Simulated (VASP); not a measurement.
# Ti4C in VASP: relaxation of the atoms with PBE

Aim: the relaxation of the atoms of Ti4C with PBE.

Everything below comes from runs of VASP 6.6.1. Logs are shortened: lines on timing, memory, paths and dates and some standing lists are left out, and cuts for length are marked.

## Step 1: The cell of the first run

The cell holds a slab with vacuum, 5 atoms: a = 2.908 Å, b = 4.112 Å, c = 19.654 Å, α = 90.00°, β = 90.00°, γ = 90.00°.

## Step 2: Relaxation of the atoms, PBE

File INCAR:

```
PREC = Accurate
ENCUT = 520
EDIFF = 1E-7
ISMEAR = 0
SIGMA = 0.1
LREAL = F
LASPH = T
NELM = 80
ALGO = Fast
ISIF = 2
LWAVE = F
LCHARG = F
LDIPOL = T
IDIPOL = 3
DIPOL = 0.5 0.5 0.344
GGA = PE
IBRION = 2
NSW = 36
EDIFFG = -0.025
```

File KPOINTS:

```
regular mesh
0
Gamma
  9 7 1
```

File POSCAR:

```
Ti4C
1.0
    2.9076478547      0.0000000000      0.0000000000
    0.0000000000      4.1120350307      0.0000000000
    0.0000000000      0.0000000000     19.6538060989
Ti C
4 1
Selective dynamics
Direct
    0.5000000000      0.5000000000      0.2035229197  F F F
    0.0000000000      0.0000000000      0.2774945423  F F F
    0.5000000000      0.5000000000      0.3439527020  F F F
    0.0000000000      0.0000000000      0.4148716059  F F F
    0.5000000000      0.1000000000      0.4820341694  F F T
```

Potentials or basis: VASP PAW PBE potentials, release 64 (Ti_sv, C).

The run is started by

```
$ cat potpaw_PBE.64/Ti_sv/POTCAR potpaw_PBE.64/C/POTCAR > POTCAR
$ mpirun -np 1 vasp_std > vasp.out
```

OUTCAR:

```text
PREC = Accurate
   ENCUT = 520
   EDIFF = 1E-7
   ISMEAR = 0
   LREAL = F
   LASPH = T
   NELM = 80
   ISIF = 2
   GGA = PE
   IBRION = 2
   NSW = 36
   EDIFFG = -0.025

 ion  position               nearest neighbor table
   1  0.500  0.500  0.204-   3 2.76   2 2.91   2 2.91   2 2.91   2 2.91
   2  0.000  0.000  0.277-   4 2.70   3 2.84   3 2.84   3 2.84   3 2.84   1 2.91   1 2.91   1 2.91
                             1 2.91
   3  0.500  0.500  0.344-   1 2.76   2 2.84   2 2.84   2 2.84   2 2.84   4 2.88   4 2.88   4 2.88
                             4 2.88
   4  0.000  0.000  0.415-   5 2.01   5 2.01   2 2.70   3 2.88   3 2.88   3 2.88   3 2.88
   5  0.500  0.100  0.482-   4 2.01   4 2.01

  LATTYP: Found a simple orthorhombic cell.
 ALAT       =     2.9076478547
 B/A-ratio  =     1.4142135624
 C/A-ratio  =     6.7593488211

  Lattice vectors:

 A1 = (   2.9076478547,   0.0000000000,   0.0000000000)
 A2 = (   0.0000000000,   4.1120350307,   0.0000000000)
 A3 = (   0.0000000000,   0.0000000000,  19.6538060989)

Analysis of symmetry for initial positions (statically):
=====================================================================
 Subroutine PRICEL returns:
 Original cell was already a primitive cell.

 Routine SETGRP: Setting up the symmetry group for a
 simple orthorhombic supercell.

 Subroutine GETGRP returns: Found  2 space group operations
 (whereof  2 operations were pure point group operations)
 out of a pool of  8 trial point group operations.

The static configuration has the point symmetry C_1h.

Analysis of symmetry for dynamics (positions and initial velocities):
=====================================================================
 Subroutine PRICEL returns:
 Original cell was already a primitive cell.

 Routine SETGRP: Setting up the symmetry group for a
 simple orthorhombic supercell.

 Subroutine GETGRP returns: Found  2 space group operations
 (whereof  2 operations were pure point group operations)
 out of a pool of  8 trial point group operations.

The dynamic configuration has the point symmetry C_1h.

Analysis of constrained symmetry for selective dynamics:
=====================================================================
 Subroutine PRICEL returns:
 Original cell was already a primitive cell.

[... 165 lines left out ...]
  --------------------------------------------------------------------------------------
  -------------------------------------------------------------------------------------
  Total        1.6137075     -2.5130389     -3.0162607      0.0000000      0.0700584      0.0000000
  in kB       11.0024684    -17.1342271    -20.5652585      0.0000000      0.4776674      0.0000000
  external PRESSURE =      -8.8990058 kB  Pullay stress =       0.0000000 kB
[... 26 lines left out ...]
--------------------------------------- Ionic step        2  -------------------------------------------

 number of electron      52.0000013 magnetization

------------------------ aborting loop EDIFF was not reached (unconverged)  ----------------------------

  FORCE on cell =-STRESS in cart. coord.  units (eV):
  Direction    XX          YY          ZZ          XY          YZ          ZX
  --------------------------------------------------------------------------------------
  -------------------------------------------------------------------------------------
  Total        3.4646814     -2.3308113     -1.0314269      0.0000000      0.5028639      0.0000000
  in kB       23.6226496    -15.8917753     -7.0324031      0.0000000      3.4285913      0.0000000
  external PRESSURE =       0.2328237 kB  Pullay stress =       0.0000000 kB
[... 26 lines left out ...]
--------------------------------------- Ionic step        3  -------------------------------------------

 number of electron      52.0000013 magnetization

------------------------ aborting loop because EDIFF is reached ----------------------------------------

  FORCE on cell =-STRESS in cart. coord.  units (eV):
  Direction    XX          YY          ZZ          XY          YZ          ZX
  --------------------------------------------------------------------------------------
  -------------------------------------------------------------------------------------
  Total        5.3894330     -2.0692958      0.9521961      0.0000000      1.1690097      0.0000000
  in kB       36.7458571    -14.1087287      6.4921972      0.0000000      7.9704606      0.0000000
  external PRESSURE =       9.7097752 kB  Pullay stress =       0.0000000 kB
[... 26 lines left out ...]
--------------------------------------- Ionic step        4  -------------------------------------------

 number of electron      52.0000013 magnetization

 dipolmoment           0.000000      0.000000      0.195769 electrons x Angstroem

 Free energy of the ion-electron system (eV)
  ---------------------------------------------------
  ext. energy  EPLUGINS =         0.00000000
  ---------------------------------------------------
  free energy    TOTEN  =       -35.26262116 eV

  energy without entropy =      -35.23503030  energy(sigma->0) =      -35.24882573

 E-fermi :  -0.6752     XC(G=0):  -4.7391

 val. band max:       -0.7097567405   @ k =   0.0000   0.4286   0.0000
 cond. band min:      -0.6718731327   @ k =   0.3333   0.0000   0.0000
 fundamental gap:      0.0378836078
 Fermi energy:        -0.6752150917

 k-point     1 :       0.0000    0.0000    0.0000
  band No.  band energies     occupation
      1     -57.6871      2.00000
      2     -57.3230      2.00000
      3     -57.2160      2.00000
      4     -56.4435      2.00000
      5     -34.0775      2.00000
      6     -34.0107      2.00000
[... 669 lines left out ...]
     30       0.2431      0.00000
     31       0.6093      0.00000

------------------------ aborting loop because EDIFF is reached ----------------------------------------

 vacuum level on the upper side and lower side of the slab       (xc-potential included)         1.382        -1.572

  FORCE on cell =-STRESS in cart. coord.  units (eV):
  Direction    XX          YY          ZZ          XY          YZ          ZX
  --------------------------------------------------------------------------------------
  -------------------------------------------------------------------------------------
  Total        5.5445609     -2.0478617      1.0938932      0.0000000      1.2207063      0.0000000
  in kB       37.8035394    -13.9625884      7.4583066      0.0000000      8.3229344      0.0000000
  external PRESSURE =      10.4330859 kB  Pullay stress =       0.0000000 kB
[... 20 lines left out ...]
  FREE ENERGIE OF THE ION-ELECTRON SYSTEM (eV)
  ---------------------------------------------------
  free  energy   TOTEN  =       -35.2626211623 eV

  energy  without entropy=      -35.2350302958  energy(sigma->0) =      -35.24882573

 reached required accuracy - stopping structural energy minimisation

 vacuum level on the upper side and lower side of the slab         5.552         2.522
```

CONTCAR:

```text
Ti4C
   1.00000000000000
     2.9076478547000000    0.0000000000000000    0.0000000000000000
     0.0000000000000000    4.1120350307000004    0.0000000000000000
     0.0000000000000000    0.0000000000000000   19.6538060988999987
  Ti              C
     4     1
Selective dynamics
Direct
     0.5000000000000000    0.5000000000000000    0.2035229196999992   F   F   F
     0.0000000000000000    0.0000000000000000    0.2774945422999977   F   F   F
     0.5000000000000000    0.5000000000000000    0.3439527020000028   F   F   F
     0.0000000000000000    0.0000000000000000    0.4148716058999966   F   F   F
     0.5000000000000000    0.1000000000000014    0.4709418713429857   F   F   T

  0.00000000E+00  0.00000000E+00  0.00000000E+00
  0.00000000E+00  0.00000000E+00  0.00000000E+00
  0.00000000E+00  0.00000000E+00  0.00000000E+00
  0.00000000E+00  0.00000000E+00  0.00000000E+00
  0.00000000E+00  0.00000000E+00  0.00000000E+00
```

Wall time 61 min (1 thread of Oxide Virtual Turin-like, shared host); peak memory 0.38 GiB.

Results:

```yaml
Free_energy: -35.2626 eV
Energy_gained_by_relaxing: 59.0 meV/atom
Ionic_steps: 4
Band_gap_on_the_k_mesh: zero (bands 26 and 27 overlap by 0.23 eV)
```

The path:
| step | energy change (eV) | largest force on free atoms (eV/Å) | pressure (GPa) |
| --- | --- | --- | --- |
| 1 | 0.0000 | 2.3115 | -0.89 |
| 2 | -0.2158 | 1.4313 | 0.02 |
| 3 | -0.2950 | 0.0918 | 0.97 |
| 4 | -0.2952 | 0.0128 | 1.04 |

Final structure:
```
Ti C
1.0
     2.90765    0.00000    0.00000
     0.00000    4.11204    0.00000
     0.00000    0.00000   19.65381
Ti C
4 1
Direct
  0.50000 0.50000 0.20352
  0.00000 0.00000 0.27749
  0.50000 0.50000 0.34395
  0.00000 0.00000 0.41487
  0.50000 0.10000 0.47094
```

The gap in the log of VASP goes by the Fermi energy; the results here count the filled bands.